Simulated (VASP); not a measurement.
# Si31C32 (a cell with a defect) in VASP: single point with PBEsol

Aim: the single point of Si31C32 (a cell with a defect) with PBEsol.

Everything below comes from runs of VASP 6.6.1. Logs are shortened: lines on timing, memory, paths and dates and some standing lists are left out, and cuts for length are marked.

**1. The cell of the first run**

The cell holds a defect, 63 atoms: a = 8.714 Å, b = 8.714 Å, c = 8.714 Å, α = 90.00°, β = 90.00°, γ = 90.00°.

**2. Single point, PBEsol, collinear spin**

INCAR reads:

```
SYSTEM = Si31C32
PREC = Accurate ; ENCUT = 520
EDIFF = 1E-7 ; ISMEAR = -1
SIGMA = 0.05 ; LREAL = Auto
LASPH = .True. ; NELM = 150
ALGO = Normal ; ISIF = 2
LWAVE = .False. ; LCHARG = .True.
ISPIN = 2 ; MAGMOM = 0 0 0 0 0 0 0 0 0 0 0 0 0 0 0 0 0 0 0 0 0 0 0 0 0 0 0 0 0 0 0 0 0 0 0 0 0 0 0.5 0 0.5 0 0 0 0 0 0 0 0 0.5 0 0 0 0 0 0 0 0 0 0.5 0 0 0
LORBIT = 11 ; GGA = PS
LELF = .True. ; LVHAR = .True.
ISYM = 0 ; NBANDS = 167
```

KPOINTS reads:

```
Automatic mesh
0
Gamma
  1 1 1
  0.25 0.25 0.25
```

POSCAR reads:

```
Si31C32
1.0
    8.7137060000      0.0000000000      0.0000000000
    0.0000000000      8.7137060000      0.0000000000
    0.0000000000      0.0000000000      8.7137060000
Si C
31 32
Direct
    0.0001370000      0.9997800000      0.0002420000
    0.9998570000      0.9994810000      0.5004780000
    0.9997790000      0.5009050000      0.0001810000
    0.9998930000      0.4997140000      0.5002440000
    0.5012920000      0.9994110000      0.0001990000
    0.5000720000      0.9994810000      0.5002260000
    0.5001300000      0.4997490000      0.0006480000
    0.2504460000      0.2500630000      0.0002700000
    0.2498040000      0.2494240000      0.4976040000
    0.2497440000      0.7495900000      0.0006680000
    0.2500350000      0.7497780000      0.5016270000
    0.7499670000      0.2493540000      0.0006610000
    0.7501320000      0.2496610000      0.5016140000
    0.7500260000      0.7496740000      0.9998970000
    0.7501780000      0.7498080000      0.4991530000
    0.2498260000      0.9992410000      0.2502990000
    0.2499380000      0.9999510000      0.7498270000
    0.2499000000      0.4987620000      0.2502870000
    0.2508650000      0.5035470000      0.7493800000
    0.7500230000      0.9999090000      0.2500870000
    0.7503750000      0.9989050000      0.7503780000
    0.7488330000      0.5017020000      0.2518670000
    0.7502970000      0.4984740000      0.7503130000
    0.9996400000      0.2494600000      0.2502710000
    0.0003370000      0.2495680000      0.7498440000
    0.0002750000      0.7496670000      0.2500840000
    0.9992660000      0.7500340000      0.7503800000
    0.4991180000      0.2495150000      0.2502790000
    0.5039100000      0.2504980000      0.7493820000
    0.5020810000      0.7484700000      0.2518450000
    0.4988230000      0.7499250000      0.7502830000
    0.1253380000      0.1249500000      0.1252500000
    0.1249180000      0.1245460000      0.6253730000
    0.1243910000      0.6248880000      0.1246660000
    0.1244380000      0.6256660000      0.6257380000
    0.6252580000      0.1240390000      0.1246500000
    0.6260200000      0.1240650000      0.6257200000
    0.6255650000      0.6251920000      0.1253860000
    0.6378120000      0.6374350000      0.6385320000
    0.3751710000      0.3748050000      0.1252140000
    0.3639680000      0.3635880000      0.6362220000
    0.3749970000      0.8751840000      0.1250990000
    0.3749910000      0.8754470000      0.6257060000
    0.8755510000      0.3745970000      0.1250890000
    0.8758210000      0.3746110000      0.6257070000
    0.8752570000      0.8749010000      0.1252490000
    0.8758590000      0.8754850000      0.6254710000
    0.3750660000      0.1240610000      0.3749860000
    0.3749350000      0.1246650000      0.8756200000
    0.3629000000      0.6355160000      0.3650410000
    0.3753180000      0.6255300000      0.8762060000
    0.8760500000      0.1239050000      0.3753060000
    0.8754050000      0.1248010000      0.8754110000
    0.8757800000      0.6253250000      0.3754110000
    0.8756480000      0.6250460000      0.8759560000
    0.1244460000      0.3746980000      0.3749690000
    0.1250660000      0.3745720000      0.8755940000
    0.1242910000      0.8756880000      0.3753040000
    0.1251950000      0.8750420000      0.8754180000
    0.6358970000      0.3625260000      0.3650020000
    0.6258740000      0.3749380000      0.8762210000
    0.6257230000      0.8753830000      0.3754060000
    0.6253970000      0.8752670000      0.8759210000
```

Potentials or basis: VASP PAW PBE potentials, release 64 (Si, C).

Started as:

```console
$ cat potpaw_PBE.64/Si/POTCAR potpaw_PBE.64/C/POTCAR > POTCAR
$ mpirun -np 1 vasp_std > vasp.out
```

OUTCAR:

```text
SYSTEM = Si31C32
   PREC = Accurate
   ENCUT = 520
   EDIFF = 1E-7
   ISMEAR = -1
   LREAL = Auto
   LASPH = .True.
   NELM = 150
   ISIF = 2
   ISPIN = 2
   LORBIT = 11
   GGA = PS
   ISYM = 0

 ion  position               nearest neighbor table
   1  0.000  1.000  0.000-  53 1.88  59 1.88  46 1.89  32 1.89  27 3.08  21 3.08  24 3.08  12 3.08
                            16 3.08  10 3.08  26 3.08  20 3.08  25 3.08  17 3.08  14 3.08   8 3.08
   2  1.000  0.999  0.500-  47 1.88  58 1.88  52 1.88  33 1.89  27 3.08  15 3.08  21 3.08  17 3.08
                            25 3.08  11 3.08   9 3.08  13 3.08  16 3.08  24 3.08  26 3.08  20 3.08
   3  1.000  0.501  0.000-  55 1.87  34 1.88  44 1.89  57 1.89  14 3.07  10 3.07  26 3.07  27 3.07
                            23 3.08  18 3.08  12 3.09   8 3.09  24 3.09  25 3.09  19 3.09  22 3.10
   4  1.000  0.500  0.500-  54 1.88  45 1.88  56 1.89  35 1.89  22 3.08  23 3.08  25 3.08  15 3.08
                            13 3.08  18 3.08  26 3.08  19 3.08  11 3.08   9 3.08  24 3.08  27 3.08
   5  0.501  0.999  0.000-  63 1.87  36 1.88  42 1.89  49 1.89  14 3.07  12 3.07  20 3.07  21 3.07
                            31 3.08  28 3.08  10 3.09   8 3.09  16 3.09  17 3.09  29 3.09  30 3.10
   6  0.500  0.999  0.500-  62 1.88  43 1.88  48 1.89  37 1.89  30 3.08  31 3.08  17 3.08  11 3.08
                            15 3.08  28 3.08  20 3.08  16 3.08  29 3.08   9 3.08  13 3.08  21 3.08
   7  0.500  0.500  0.001-  40 1.88  61 1.89  51 1.89  38 1.89   8 3.08  14 3.08  28 3.08  18 3.08
                            30 3.08  22 3.08  10 3.08  12 3.08  23 3.08  31 3.08  29 3.08  19 3.08
   8  0.250  0.250  0.000-  40 1.88  49 1.88  57 1.88  32 1.89  28 3.07  18 3.07   7 3.08  25 3.08
                            17 3.08   1 3.08  24 3.09  16 3.09   5 3.09   3 3.09  29 3.11  19 3.11
   9  0.250  0.249  0.498-  41 1.85  48 1.88  56 1.88  33 1.90  28 3.06  18 3.06  16 3.07  24 3.07
[... 63 lines left out ...]
  50  0.363  0.636  0.365-  11 1.84  18 1.84  30 1.85
  51  0.375  0.626  0.876-  19 1.88  31 1.88  10 1.88   7 1.89
  52  0.876  0.124  0.375-   2 1.88  24 1.88  20 1.89  13 1.90
  53  0.875  0.125  0.875-   1 1.88  12 1.89  25 1.89  21 1.89
  54  0.876  0.625  0.375-  15 1.88  22 1.88  26 1.88   4 1.88
  55  0.876  0.625  0.876-   3 1.87  27 1.88  14 1.88  23 1.90
  56  0.124  0.375  0.375-   9 1.88  18 1.88  24 1.89   4 1.89
  57  0.125  0.375  0.876-   8 1.88  25 1.89   3 1.89  19 1.92
  58  0.124  0.876  0.375-   2 1.88  16 1.88  26 1.89  11 1.90
  59  0.125  0.875  0.875-   1 1.88  17 1.89  10 1.89  27 1.89
  60  0.636  0.363  0.365-  13 1.84  28 1.84  22 1.85
  61  0.626  0.375  0.876-  29 1.88  23 1.88  12 1.88   7 1.89
  62  0.626  0.875  0.375-  15 1.88  30 1.88  20 1.88   6 1.88
  63  0.625  0.875  0.876-   5 1.87  21 1.88  14 1.88  31 1.90

IMPORTANT INFORMATION: All symmetrisations will be switched off!
NOSYMM: (Re-)initialisation of all symmetry stuff for point group C_1.

----------------------------------------------------------------------------------------

                                     Primitive cell

  volume of cell :     661.6201

  direct lattice vectors                    reciprocal lattice vectors
     8.713706000  0.000000000  0.000000000     0.114761733  0.000000000  0.000000000
     0.000000000  8.713706000  0.000000000     0.000000000  0.114761733  0.000000000
     0.000000000  0.000000000  8.713706000     0.000000000  0.000000000  0.114761733

  length of vectors
     8.713706000  8.713706000  8.713706000     0.114761733  0.114761733  0.114761733

  position of ions in fractional coordinates (direct lattice)
     0.000137000  0.999780000  0.000242000
     0.999857000  0.999481000  0.500478000
     0.999779000  0.500905000  0.000181000
     0.999893000  0.499714000  0.500244000
     0.501292000  0.999411000  0.000199000
     0.500072000  0.999481000  0.500226000
[... 55 lines left out ...]
     0.625723000  0.875383000  0.375406000
     0.625397000  0.875267000  0.875921000

  ion indices of the primitive-cell ions
   primitive index   ion index
                 1           1
                 2           2
                 3           3
                 4           4
                 5           5
                 6           6
[... 55 lines left out ...]
                62          62
                63          63

----------------------------------------------------------------------------------------

 KPOINTS: Automatic mesh

Automatic generation of k-mesh.
 Grid dimensions read from file:
 generate k-points for:    1    1    1

 Generating k-lattice:

  Cartesian coordinates                     Fractional coordinates (reciprocal lattice)
     0.114761733  0.000000000  0.000000000     1.000000000  0.000000000  0.000000000
     0.000000000  0.114761733  0.000000000     0.000000000  1.000000000  0.000000000
[... 50 lines left out ...]
   EMIN   =  10.00;   EMAX   =-10.00  energy-range for DOS
   EFERMI =   0.00;   METHOD = LEGACY
   ISMEAR =    -1;   SIGMA  =   0.05  broadening in eV -4-tet -1-fermi 0-gaus
   EFERMI_NEDOS =   21; number of points for ismear=-14 and -15
   IALGO  =     38    algorithm
   IMIX   =      4    mixing-type and parameters
     AMIX     =   0.40;   BMIX     =  1.00
     AMIX_MAG =   1.60;   BMIX_MAG =  1.00
  volume/ion in A,a.u.               =      10.50        70.87
  Fermi-wavevector in a.u.,A,eV,Ry     =   1.186694  2.242527 19.160307  1.408243
  Thomas-Fermi vector in A             =   2.322861
   LORBIT       =     11    0 simple, 1 ext, 2 COOP (PROOUT), +10 PAW based schemes
   GGA     = PS    functional components
   LHFCALC =     F    Hartree Fock is set to
   AEXX    =    0.0000 exact exchange contribution
   IVDW    =     0    specifies the selected vdW correction
   LEPSILON=     F    determine dielectric tensor
   LRPA    =     F    only Hartree local field effects (RPA)
 spin polarized calculation
  energy-cutoff  :      520.00
  volume of cell :      661.62
 maximum number of plane-waves:     17779
 NGX is ok and might be reduce to    70
   NGX = 33   NGY = 33   NGZ = 33

 number of electron     251.9999971 magnetization       1.5086509

 Free energy of the ion-electron system (eV)
  ---------------------------------------------------
  ext. energy  EPLUGINS =         0.00000000
  ---------------------------------------------------
  free energy    TOTEN  =      -495.41562133 eV

  energy without entropy =     -495.36249770  energy(sigma->0) =     -495.38905951

 E-fermi :   8.2009     XC(G=0): -11.3998

 val. band max:        8.1733357024   @ k =   0.2500   0.2500   0.2500
 cond. band min:       8.4154156031   @ k =  -0.2500   0.2500   0.2500
 fundamental gap:      0.2420799007
 Fermi energy:         8.2009245949

 spin component 1

 k-point     1 :       0.2500    0.2500    0.2500
  band No.  band energies     occupation
      1      -7.3700      1.00000
      2      -6.6142      1.00000
      3      -6.6067      1.00000
      4      -6.4704      1.00000
      5      -5.8484      1.00000
      6      -5.8390      1.00000
[... 553 lines left out ...]
    137      12.0106      0.00000
    138      12.0814      0.00000
 Fermi energy:         8.2009245949

 spin component 2

 k-point     1 :       0.2500    0.2500    0.2500
  band No.  band energies     occupation
      1      -7.3496      1.00000
      2      -6.5986      1.00000
      3      -6.5879      1.00000
      4      -6.4391      1.00000
      5      -5.8317      1.00000
      6      -5.8215      1.00000
[... 553 lines left out ...]
    137      12.0230      0.00000
    138      12.0928      0.00000
 [bands above 138 left out]

------------------------ aborting loop because EDIFF is reached ----------------------------------------

  FORCE on cell =-STRESS in cart. coord.  units (eV):
  Direction    XX          YY          ZZ          XY          YZ          ZX
  --------------------------------------------------------------------------------------
  -------------------------------------------------------------------------------------
  Total        4.4489672      4.4433907      4.1038681     -0.8722336      0.6851196      0.7019960
  in kB       10.7736056     10.7601018      9.9379148     -2.1121984      1.6590835      1.6999515
  external PRESSURE =      10.4905407 kB  Pullay stress =       0.0000000 kB

 VOLUME and BASIS-vectors are now :
 -----------------------------------------------------------------------------
  energy-cutoff  :      520.00
  volume of cell :      661.62
      direct lattice vectors                 reciprocal lattice vectors
     8.713706000  0.000000000  0.000000000     0.114761733  0.000000000  0.000000000
     0.000000000  8.713706000  0.000000000     0.000000000  0.114761733  0.000000000
     0.000000000  0.000000000  8.713706000     0.000000000  0.000000000  0.114761733

 POSITION                                       TOTAL-FORCE (eV/Angst)
 -----------------------------------------------------------------------------------
      0.00119      8.71179      0.00211         0.052704      0.049077      0.029241
      8.71246      8.70918      4.36102         0.078937      0.082109     -0.046619
      8.71178      4.36474      0.00158         0.058726     -0.262104      0.018674
      8.71277      4.35436      4.35898         0.071674      0.021310      0.049395
      4.36811      8.70857      0.00173        -0.263283      0.057312      0.013417
      4.35748      8.70918      4.35882         0.025327      0.077975      0.050916
[... 55 lines left out ...]
      5.45237      7.62783      3.27118        -0.019579     -0.043619     -0.025260
      5.44953      7.62682      7.63252         0.066047     -0.003623      0.007178
 -----------------------------------------------------------------------------------
    total drift:                               -0.003207     -0.006371      0.003513

  FREE ENERGIE OF THE ION-ELECTRON SYSTEM (eV)
  ---------------------------------------------------
  free  energy   TOTEN  =      -495.4156213281 eV

  energy  without entropy=     -495.3624977005  energy(sigma->0) =     -495.38905951

 total charge

# of ion       s       p       d       tot
------------------------------------------
    1        0.709   0.976   0.000   1.684
    2        0.713   0.982   0.000   1.694
    3        0.712   0.978   0.000   1.690
    4        0.708   0.973   0.000   1.681
    5        0.712   0.978   0.000   1.690
    6        0.708   0.973   0.000   1.681
[... 55 lines left out ...]
   62        0.834   1.704   0.000   2.538
   63        0.837   1.696   0.000   2.533
--------------------------------------------------
tot         48.845  84.176   0.000 133.021

 magnetization (x)

# of ion       s       p       d       tot
------------------------------------------
    1       -0.000   0.000   0.000  -0.000
    2        0.001   0.005   0.000   0.006
    3        0.001   0.005   0.000   0.006
    4       -0.000   0.000   0.000  -0.000
    5        0.001   0.005   0.000   0.006
    6       -0.000   0.000   0.000  -0.000
[... 55 lines left out ...]
   62        0.000   0.001   0.000   0.001
   63        0.002   0.017   0.000   0.019
--------------------------------------------------
tot          0.059   0.690   0.000   0.749
```

Wall time 1.6 h (1 thread of Oxide Virtual Turin-like, shared host); peak memory 1.2 GiB.

Results:

| Quantity | Value |
| --- | --- |
| Free energy | -495.4156 eV |
| Pressure | 1.0 GPa |
| Largest force | 0.302 eV/Å |
| Net moment | 1.51 μB per cell |
| Site moments | Si -0.00, +0.01, +0.00, -0.01 (each value once); C +0.00, -0.01, +0.02, +0.24, -0.08, +0.01, +0.23 (each value once) μB |
| Valence electrons inside the program's atomic spheres | Si 1.68, 1.69, 1.70 (each value once); C 2.53, 2.54, 2.46, 2.43, 2.52, 2.45 (each value once) |

Forces in eV/Å, atoms in the order of the input:
```
Si   0.053  0.049  0.029
Si   0.079  0.082 -0.047
Si   0.059 -0.262  0.019
Si   0.072  0.021  0.049
Si  -0.263  0.057  0.013
Si   0.025  0.078  0.051
Si   0.021  0.026  0.005
Si   0.013  0.015 -0.074
Si   0.205  0.207  0.078
Si   0.103  0.100  0.040
Si   0.033  0.015  0.118
Si   0.099  0.106  0.039
Si   0.019  0.035  0.119
Si   0.022  0.019  0.068
Si  -0.043 -0.048 -0.067
Si   0.079  0.030 -0.013
Si   0.097  0.093  0.116
Si   0.079 -0.151  0.093
Si   0.062 -0.284  0.027
Si   0.058  0.031  0.058
Si   0.007  0.100  0.031
Si   0.088 -0.089 -0.028
Si  -0.010 -0.083 -0.003
Si   0.027  0.075 -0.007
Si   0.088  0.097  0.111
Si   0.028  0.055  0.060
Si   0.104  0.003  0.035
Si  -0.150  0.081  0.093
Si  -0.285  0.057  0.028
Si  -0.092  0.083 -0.023
Si  -0.079 -0.012  0.001
C   -0.039 -0.040 -0.003
C   -0.102 -0.104 -0.014
C   -0.023  0.061 -0.004
C   -0.088  0.019 -0.058
C    0.062 -0.026  0.002
C    0.018 -0.091 -0.057
C   -0.028 -0.028 -0.059
C   -0.048 -0.045 -0.107
C   -0.032 -0.034 -0.020
C   -0.033 -0.025  0.024
C    0.026 -0.057 -0.015
C   -0.031 -0.049 -0.040
C   -0.055  0.028 -0.015
C   -0.049 -0.028 -0.040
C   -0.033 -0.035 -0.033
C   -0.007 -0.005  0.064
C   -0.039 -0.051 -0.065
C    0.099 -0.058 -0.019
C    0.102  0.041 -0.106
C   -0.033  0.007 -0.018
C   -0.074 -0.016 -0.060
C   -0.044 -0.050 -0.041
C   -0.047 -0.013 -0.026
C   -0.008  0.067 -0.001
C   -0.053 -0.040 -0.061
C   -0.060  0.095 -0.014
C   -0.019 -0.078 -0.057
C   -0.055 -0.046 -0.041
C    0.038  0.096 -0.100
C    0.012 -0.031 -0.019
C   -0.020 -0.044 -0.025
C    0.066 -0.004  0.007
```

Levels at points of the mesh, in eV from the Fermi level:
Spin up:
| k point | band 123 | band 124 | band 125 | band 126 | band 127 | band 128 | band 129 | band 130 | band 131 | band 132 |
| --- | --- | --- | --- | --- | --- | --- | --- | --- | --- | --- |
| (0.25, 0.25, 0.25) | -1.08 | -0.83 | -0.82 | -0.48 | -0.03 | 0.32 | 1.82 | 1.82 | 1.87 | 3.15 |
Spin down:
| k point | band 121 | band 122 | band 123 | band 124 | band 125 | band 126 | band 127 | band 128 | band 129 | band 130 |
| --- | --- | --- | --- | --- | --- | --- | --- | --- | --- | --- |
| (0.25, 0.25, 0.25) | -1.19 | -1.07 | -0.99 | -0.79 | -0.78 | 0.24 | 0.44 | 0.70 | 1.83 | 1.84 |

Caveat: the k points lie up to 0.36 Å⁻¹ apart; the PAW data sets were made with another functional, which shifts forces and pressure a little.
